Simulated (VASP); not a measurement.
# Ni in VASP: notebook, part 2 of 2

VASP 6.6.1. The steps go on from the part before.

## (4) Single point, PBE, collinear spin, ferromagnetic start

Contents of INCAR:

```
  ALGO = Normal
  DIPOL = 0.5 0.5 0.500
  EDIFF = 1E-6
  ENCUT = 520
  GGA = PE
  IDIPOL = 3
  ISIF = 2
  ISMEAR = -1
  ISPIN = 2
  LASPH = T
  LCHARG = F
  LDIPOL = T
  LMAXMIX = 4
  LORBIT = 11
  LREAL = F
  LWAVE = F
  MAGMOM = 1 1 1 1 1
  NBANDS = 37
  NELM = 150
  PREC = Accurate
  SIGMA = 0.05
```

Contents of KPOINTS:

```
k-points
0
Gamma
  19 19 1
```

Contents of POSCAR:

```
Ni
1.0
    2.4880369585      0.0000000000      0.0000000000
   -1.2440184792      2.1547032116      0.0000000000
    0.0000000000      0.0000000000     24.1259000000
Ni
5
Direct
    0.8333333333      0.1666666667      0.3327548855
    0.1666666667      0.8333333333      0.4158399345
    0.5000000000      0.5000000000      0.5000001329
    0.8333333333      0.1666666667      0.5841601053
    0.1666666667      0.8333333333      0.6672449418
```

Potentials or basis: VASP PAW PBE potentials, release 64 (Ni).

Command:

```bash
cat potpaw_PBE.64/Ni/POTCAR > POTCAR
mpirun -np 1 vasp_std > vasp.out
```

OUTCAR:

```text
EDIFF = 1E-6
   ENCUT = 520
   GGA = PE
   ISIF = 2
   ISMEAR = -1
   ISPIN = 2
   LASPH = T
   LORBIT = 11
   LREAL = F
   NELM = 150
   PREC = Accurate

 ion  position               nearest neighbor table
   1  0.833  0.167  0.333-   2 2.47   2 2.47   2 2.47
   2  0.167  0.833  0.416-   1 2.47   1 2.47   1 2.47   3 2.49   3 2.49   3 2.49
   3  0.500  0.500  0.500-   4 2.49   4 2.49   4 2.49   2 2.49   2 2.49   2 2.49
   4  0.833  0.167  0.584-   5 2.47   5 2.47   5 2.47   3 2.49   3 2.49   3 2.49
   5  0.167  0.833  0.667-   4 2.47   4 2.47   4 2.47

  LATTYP: Found a hexagonal cell.
 ALAT       =     2.4880369585
 C/A-ratio  =     9.6967611022

  Lattice vectors:

 A1 = (   2.4880369585,   0.0000000000,   0.0000000000)
 A2 = (  -1.2440184792,   2.1547032116,   0.0000000000)
 A3 = (   0.0000000000,   0.0000000000,  24.1259000000)

Analysis of symmetry for initial positions (statically):
=====================================================================
 Subroutine PRICEL returns:
 Original cell was already a primitive cell.

 Routine SETGRP: Setting up the symmetry group for a
 hexagonal supercell.

 Subroutine GETGRP returns: Found 12 space group operations
 (whereof  4 operations were pure point group operations)
 out of a pool of 24 trial point group operations.

The static configuration has the point symmetry C_2h.
 The point group associated with its full space group is D_3d.

Analysis of symmetry for dynamics (positions and initial velocities):
=====================================================================
 Subroutine PRICEL returns:
 Original cell was already a primitive cell.

 Routine SETGRP: Setting up the symmetry group for a
 hexagonal supercell.

 Subroutine GETGRP returns: Found 12 space group operations
 (whereof  4 operations were pure point group operations)
 out of a pool of 24 trial point group operations.

The dynamic configuration has the point symmetry C_2h.
[... 180 lines left out ...]
 spin component 1

 k-point     1 :       0.0000    0.0000    0.0000
  band No.  band energies     occupation
      1      -7.6372      1.00000
      2      -6.7114      1.00000
      3      -5.3525      1.00000
      4      -4.1548      1.00000
      5      -3.7893      1.00000
      6      -1.5692      1.00000
[... 949 lines left out ...]
     36      10.9244      0.00000
     37      11.5503      0.00000

 [... further k-points ...]

 spin component 2

 k-point     1 :       0.0000    0.0000    0.0000
  band No.  band energies     occupation
      1      -7.6728      1.00000
      2      -6.7425      1.00000
      3      -5.3471      1.00000
      4      -3.9919      1.00000
      5      -3.4067      1.00000
      6      -0.8598      1.00000
[... 949 lines left out ...]
     36      11.0347      0.00000
     37      11.6731      0.00000

 [... further k-points ...]

------------------------ aborting loop because EDIFF is reached ----------------------------------------

 vacuum level on the upper side and lower side of the slab       (xc-potential included)        -0.016        -0.016

  FORCE on cell =-STRESS in cart. coord.  units (eV):
  Direction    XX          YY          ZZ          XY          YZ          ZX
  --------------------------------------------------------------------------------------
  -------------------------------------------------------------------------------------
  Total       -1.4308109     -1.4308109     -0.0237004     -0.0000000      0.0000000      0.0000000
  in kB      -17.7241333    -17.7241333     -0.2935885     -0.0000000      0.0000000      0.0000000
  external PRESSURE =     -11.9139517 kB  Pullay stress =       0.0000000 kB

 VOLUME and BASIS-vectors are now :
 -----------------------------------------------------------------------------
  energy-cutoff  :      520.00
  volume of cell :      129.34
      direct lattice vectors                 reciprocal lattice vectors
     2.488036958  0.000000000  0.000000000     0.401923290  0.232050520  0.000000000
    -1.244018479  2.154703212  0.000000000     0.000000000  0.464101039  0.000000000
     0.000000000  0.000000000 24.125900000     0.000000000  0.000000000  0.041449231

 POSITION                                       TOTAL-FORCE (eV/Angst)
 -----------------------------------------------------------------------------------
      1.86603      0.35912      8.02801        -0.000000      0.000000     -0.001983
     -0.62201      1.79559     10.03251        -0.000000      0.000000      0.006372
      0.62201      1.07735     12.06295         0.000000      0.000000      0.000000
      1.86603      0.35912     14.09339        -0.000000     -0.000000     -0.006372
     -0.62201      1.79559     16.09788         0.000000     -0.000000      0.001983
 -----------------------------------------------------------------------------------
    total drift:                                0.000000     -0.000000     -0.000055

  FREE ENERGIE OF THE ION-ELECTRON SYSTEM (eV)
  ---------------------------------------------------
  free  energy   TOTEN  =       -26.1031931733 eV

  energy  without entropy=      -26.0261168699  energy(sigma->0) =      -26.06465502

 vacuum level on the upper side and lower side of the slab         6.110         6.110

 total charge

# of ion       s       p       d       tot
------------------------------------------
    1        0.491   0.385   8.307   9.184
    2        0.495   0.500   8.317   9.312
    3        0.499   0.497   8.313   9.309
    4        0.495   0.500   8.317   9.312
    5        0.491   0.385   8.307   9.184
--------------------------------------------------
tot          2.472   2.267  41.563  46.302

 magnetization (x)

# of ion       s       p       d       tot
------------------------------------------
    1       -0.005  -0.023   0.706   0.678
    2       -0.007  -0.026   0.708   0.675
    3       -0.006  -0.026   0.681   0.650
    4       -0.007  -0.026   0.708   0.675
    5       -0.005  -0.023   0.706   0.678
--------------------------------------------------
tot         -0.029  -0.124   3.509   3.355
```

OSZICAR:

```text
N       E                     dE             d eps       ncg     rms          rms(c)
DAV:   1     0.356294280194E+03    0.35629E+03   -0.22348E+04  5928   0.153E+03
DAV:   2    -0.423530778543E+01   -0.36053E+03   -0.34030E+03  5925   0.322E+02
DAV:   3    -0.305173255363E+02   -0.26282E+02   -0.24916E+02  6431   0.120E+02
[... 30 lines left out ...]
DAV:  34    -0.261031459353E+02   -0.74235E-04   -0.66979E-07  4378   0.162E-02    0.255E-03
DAV:  35    -0.261031831369E+02   -0.37202E-04   -0.37262E-07  4375   0.415E-03    0.154E-03
DAV:  36    -0.261031899378E+02   -0.68009E-05   -0.17437E-07  4322   0.316E-03    0.214E-03
DAV:  37    -0.261031925327E+02   -0.25948E-05   -0.22736E-07  4208   0.687E-03    0.153E-03
DAV:  38    -0.261031931733E+02   -0.64063E-06   -0.46902E-08  4142   0.196E-03
   1 F= -.26103193E+02 E0= -.26064655E+02  d E =-.770763E-01  mag=     3.2863
```

stdout:

```text
POSCAR found type information on POSCAR Ni
 POSCAR found :  1 types and       5 ions
 scaLAPACK will be used
 LDA part: xc-table for (Slater+PW92), standard interpolation
 POSCAR, INCAR and KPOINTS ok, starting setup
 FFT: planning ... GRIDC
 FFT: planning ... GRID_SOFT
 FFT: planning ... GRID
 WAVECAR not read
 entering main loop
```

Wall time 31 min (1 thread of Intel Xeon 8259CL, shared host); peak memory 0.46 GiB.

Results:

- Free energy: -26.1032 eV
- Largest force: 0.006 eV/Å
- Net moment: 3.29 μB per cell
- Site moments: Ni +0.68, +0.65 (each value once) μB
- Valence electrons inside the program's atomic spheres: Ni 9.18, 9.31 (each value once)

Forces on the atoms (eV/Å):
```
Ni   0.000  0.000 -0.002
Ni   0.000  0.000  0.006
Ni   0.000  0.000  0.000
Ni   0.000  0.000 -0.006
Ni   0.000  0.000  0.002
```

Levels at points of the mesh, in eV from the Fermi level:
Spin up:
```tsv
k point	band 22	band 23	band 24	band 25	band 26	band 27	band 28	band 29	band 30	band 31
(0.00, 0.00, 0.00)	-1.26	-1.26	-1.03	-1.03	-0.74	-0.74	-0.63	-0.63	-0.43	0.23
```
Spin down:
| k point | band 18 | band 19 | band 20 | band 21 | band 22 | band 23 | band 24 | band 25 | band 26 | band 27 |
| --- | --- | --- | --- | --- | --- | --- | --- | --- | --- | --- |
| (0.00, 0.00, 0.00) | -1.37 | -1.37 | -0.69 | -0.69 | -0.59 | -0.59 | -0.35 | -0.35 | -0.28 | -0.01 |
